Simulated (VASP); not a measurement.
Wanted: the native input for a VASP 6.6.1 run.

```yaml
Task: relaxation of cell and atoms
Functional: PBE
Potentials_or_basis: VASP PAW PBE potentials, release 64 (Zn)
Cutoff: 500 eV
k_mesh: 18 × 18 × 18
Occupations: gaussian, width 0.05 eV
Spin: no spin polarisation
Dipole_correction: no
Further_INCAR_settings: ALGO = Normal; EDIFF = 1e-07; IBRION = 2; EDIFFG = -0.03; NSW = 80; ISIF = 3
```

The structure of Zn lies in POSCAR:

```
Zn
1.0
    0.0000000000      1.9700000000      1.9700000000
    1.9700000000      0.0000000000      1.9700000000
    1.9700000000      1.9700000000      0.0000000000
Zn
1
Direct
    0.0000000000      0.0000000000      0.0000000000
```

This isn't the form of Zn at room conditions, which is hcp.

The input as run:

INCAR

```
SYSTEM = Zn
ALGO     = Normal         ! electronic algorithm
EDIFF    = 1E-7           ! SCF threshold, eV
EDIFFG   = -0.03          ! ionic threshold
ENCUT    = 500            ! plane-wave cutoff, eV
GGA      = PE             ! functional
GGA_COMPAT= .FALSE.      
IBRION   = 2              ! ionic algorithm
ISIF     = 3              ! what is computed and relaxed
ISMEAR   = 0              ! smearing method
LASPH    = .TRUE.         ! aspherical terms in the spheres
LCHARG   = .FALSE.        ! write CHGCAR
LREAL    = .FALSE.        ! projectors in reciprocal space
LWAVE    = .FALSE.        ! write WAVECAR
NELM     = 120            ! most SCF steps
NELMIN   = 4            
NSW      = 80             ! ionic steps
PREC     = Accurate       ! precision mode
SIGMA    = 0.05           ! smearing width, eV
```

KPOINTS

```
k-points
0
G
  18 18 18
  0 0 0
```

Potentials or basis: VASP PAW PBE potentials, release 64 (Zn).

The run is started by

```bash
$ cat potpaw_PBE.64/Zn/POTCAR > POTCAR
$ mpirun -np 1 vasp_std > vasp.out
```

It gave:

- Pressure after relaxing: -0.3 GPa
- Band gap on the k mesh: zero (bands 6 and 7 overlap by 3.03 eV)

Caveat: the relaxation stopped at its first step, so nothing moved.

Run time: 16 s on 1 thread of Intel(R) Xeon(R) Platinum 8259CL CPU @ 2.50GHz (Skylake/Cascade Lake), on a shared host, peak memory 0.14 GiB.
